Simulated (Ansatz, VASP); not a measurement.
PbSe in VASP and in Ansatz

File INCAR:

```
SYSTEM = PbSe
PREC = Accurate
ENCUT = 520
EDIFF = 1E-6
ISMEAR = -1
SIGMA = 0.01
LREAL = .False.
LASPH = .True.
NELM = 80
ALGO = Normal
ISIF = 2
LWAVE = .False.
LCHARG = .False.
GGA = PE
NBANDS = 17
```

The input KPOINTS:

```
regular mesh
0
Gamma
  9 9 9
  0 0 0
```

File POSCAR:

```
PbSe
1.0
    0.0000000000      3.0519086191      3.0519086191
    3.0519086191      0.0000000000      3.0519086191
    3.0519086191      3.0519086191      0.0000000000
Pb Se
1 1
Direct
    0.0000000000      0.0000000000      0.0000000000
    0.5000000000      0.5000000000      0.5000000000
```

Input for Ansatz:

```yaml
crystal:
  lattice:
    - [0.0, 3.0519086191, 3.0519086191]
    - [3.0519086191, 0.0, 3.0519086191]
    - [3.0519086191, 3.0519086191, 0.0]
  atoms:
    - { symbol: Pb, position: [0.0, 0.0, 0.0] }
    - { symbol: Se, position: [0.5, 0.5, 0.5] }
kpoints:
  mp_grid: { grid: [9, 9, 9] }
  band_path:
    path:
      - [0.0, 0.0, 0.0]
      - [0.5, 0.0, 0.5]
      - [0.625, 0.25, 0.625]
      - [0.375, 0.375, 0.75]
      - [0.0, 0.0, 0.0]
      - [0.5, 0.5, 0.5]
      - [0.5, 0.25, 0.75]
      - [0.5, 0.0, 0.5]
    npoints: 5
scf:
  occupations: { method: fermi_dirac, width: 0.01 }
hamiltonian:
  xc: pbe
  pseudopotentials: { kind: all_electron, lapw: { basis_error: 0.00025 } }
output:
  forces: true
  stress: true
  eigenvalues: true
```

Change from the starting cell: volume scaled by 0.99.

Alike in both runs: task single point; functional PBE; k mesh 9 × 9 × 9; occupations fermi-dirac, width 0.01 eV; no spin polarisation.

```csv
,VASP,Ansatz
version,VASP 6.6.1,Ansatz 0.2.0
potentials or method,"VASP PAW PBE potentials, release 64 (Pb_d, Se), cutoff 520 eV","all-electron LAPW, scalar-relativistic"
```

|  | VASP | Ansatz | Ansatz less VASP |
| --- | --- | --- | --- |
| pressure (GPa) | 2.9 | 2.9 | +0.02 |

Ansatz ran all-electron here, and VASP with PAW potentials.

Neither program's run includes spin-orbit coupling.
